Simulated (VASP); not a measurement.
Set up this calculation in VASP 6.6.1, as the native input.

```yaml
Task: single point
Functional: PBE
Potentials_or_basis: VASP PAW PBE potentials, release 64 (Hf_pv)
Cutoff: 520 eV
k_mesh: 13 × 13 × 13
Occupations: fermi-dirac, width 0.15 eV
Spin: no spin polarisation
Dipole_correction: no
Further_INCAR_settings: ALGO = Normal; EDIFF = 1e-07; NBANDS = 11
```

The structure of Hf lies in POSCAR:

```
Hf
1.0
    0.0000000000      2.2200000000      2.2200000000
    2.2200000000      0.0000000000      2.2200000000
    2.2200000000      2.2200000000      0.0000000000
Hf
1
Direct
    0.0000000000      0.0000000000      0.0000000000
```

The input as run:

INCAR

```
ALGO = Normal ; EDIFF = 1E-7
ENCUT = 520 ; GGA = PE
ISIF = 2 ; ISMEAR = -1
LASPH = T ; LCHARG = F
LREAL = F ; LWAVE = F
NBANDS = 11 ; NELM = 100
PREC = Accurate ; SIGMA = 0.15
```

KPOINTS

```
k-points
0
Gamma
  13 13 13
```

Potentials or basis: VASP PAW PBE potentials, release 64 (Hf_pv).

Run with:

```console
$ cat potpaw_PBE.64/Hf_pv/POTCAR > POTCAR
$ mpirun -np 1 vasp_std > vasp.out
```

Results of the run:

```yaml
Pressure: 3.2 GPa
Band_gap_on_the_k_mesh: zero (band 5 reaches 6.31 eV, above the bottom of band 6 at 4.34 eV)
```

Caveat: spin-orbit coupling is left out, which moves the levels of the heavy elements.

It took 9.5 s on 1 thread of AMD EPYC 9R45 96-Core Processor (Zen 5) (shared host), peak memory 0.12 GiB.
